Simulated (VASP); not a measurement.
## RbBr: single point with PBE0

The system is RbBr.

```
CELL_PARAMETERS angstrom
0.00000 3.46083 3.46083
3.46083 0.00000 3.46083
3.46083 3.46083 0.00000
ATOMIC_POSITIONS crystal
Rb 0.00000 0.00000 0.00000
Br 0.50000 0.50000 0.50000
```

```yaml
Program: VASP 6.6.1
Task: single point
Functional: PBE0
Potentials_or_basis: VASP PAW PBE potentials, release 64 (Rb_sv, Br)
Cutoff: 520 eV
k_mesh: 4 × 4 × 4
Occupations: gaussian, width 0.01 eV
Spin: no spin polarisation
```

The pressure is 0.3 GPa. The band gap on the k mesh is 6.17 eV.

Levels at points of the mesh, in eV from the valence-band top:
| k point | band 4 | band 5 | band 6 | band 7 | band 8 | band 9 | band 10 | band 11 | band 12 | band 13 |
| --- | --- | --- | --- | --- | --- | --- | --- | --- | --- | --- |
| (0.00, 0.00, 0.00) | -9.08 | -9.08 | 0.00 | 0.00 | 0.00 | 6.17 | 9.29 | 9.29 | 9.29 | 10.25 |
| (0.50, 0.00, 0.00) | -9.09 | -9.03 | -0.99 | -0.35 | -0.35 | 8.62 | 9.63 | 11.59 | 11.59 | 12.11 |
| (0.50, 0.50, 0.00) | -9.15 | -9.15 | -0.51 | -0.17 | -0.17 | 7.53 | 9.06 | 11.03 | 11.35 | 11.55 |

Run time: 19 min on 1 thread of Intel Xeon 8259CL, on a shared host, peak memory 0.22 GiB.

Caveat: the PAW data sets were made with another functional, which shifts forces and pressure a little.
